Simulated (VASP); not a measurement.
Cu:

```xyz
1
Lattice="0.0000 1.8313 1.8313 1.8313 0.0000 1.8313 1.8313 1.8313 0.0000" Properties=species:S:1:pos:R:3 pbc="T T T"
Cu    0.0000    0.0000    0.0000
```

```yaml
Program: VASP 6.6.1
Task: relaxation of cell and atoms
Functional: PBEsol
Potentials_or_basis: VASP PAW PBE potentials, release 64 (Cu)
Cutoff: 600 eV
k_mesh: 16 × 16 × 16
Occupations: fermi-dirac, width 0.05 eV
Spin: no spin polarisation
```

At the start: pressure -10.4 GPa; volume 12.28 Å³/atom.

**Question.** Where does the relaxation end?

**Answer.** Over 3 steps the energy falls by 32.2 meV/atom and the volume is 11.37 Å³/atom (-7.4 %); space group Fm-3m (No. 225, to 0.05 Å).

The path:
| step | energy change (eV) | largest force (eV/Å) | pressure (GPa) | volume (Å³) |
| --- | --- | --- | --- | --- |
| 1 | 0.0000 | 0.0000 | -10.42 | 12.28 |
| 2 | -0.0221 | 0.0000 | 7.41 | 10.92 |
| 3 | -0.0322 | 0.0000 | -0.02 | 11.37 |

Final structure:
```yaml
crystal:
  lattice:
    - [0.00000, 1.78479, 1.78479]
    - [1.78479, 0.00000, 1.78479]
    - [1.78479, 1.78479, 0.00000]
  atoms:
    - { symbol: Cu, position: [0.00000, 0.00000, 0.00000] }
```

Caveat: the PAW data sets were made with another functional, which shifts forces and pressure a little.
